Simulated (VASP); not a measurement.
**TePb: single point with r2SCAN+D4**

TePb:

```
Pb Te
1.0
     0.00000    3.18733    3.18733
     3.18733    0.00000    3.18733
     3.18733    3.18733    0.00000
Pb Te
1 1
Direct
  0.00000 0.00000 0.00000
  0.50000 0.50000 0.50000
```

```
Program             : VASP 6.6.1
Task                : single point
Functional          : r2SCAN
Dispersion          : D4
Potentials or basis : VASP PAW PBE potentials, release 64 (Pb_d, Te)
Cutoff              : 520 eV
k mesh              : 7 × 7 × 7
Occupations         : fermi-dirac, width 0.05 eV
Spin                : no spin polarisation
```

| Quantity | Value |
| --- | --- |
| Pressure | 3.0 GPa |
| Dispersion energy per atom | -0.149 eV |

Levels at points of the mesh, in eV from the Fermi level:
| k point | band 8 | band 9 | band 10 | band 11 | band 12 | band 13 |
| --- | --- | --- | --- | --- | --- | --- |
| (0.00, 0.00, 0.00) | -2.19 | -2.19 | -2.19 | 3.87 | 3.87 | 3.87 |

It took 2.5 min on 1 thread of AMD EPYC 7R43 64-Core Processor (Zen 3), on a shared host, peak memory 0.18 GiB.

Caveat: this odd mesh misses L, where the gap lies, so gap, dielectric constants and Born charges aren't listed; the PAW data sets were made with another functional, which shifts forces and pressure a little; spin-orbit coupling is left out, which moves the levels of the heavy elements.
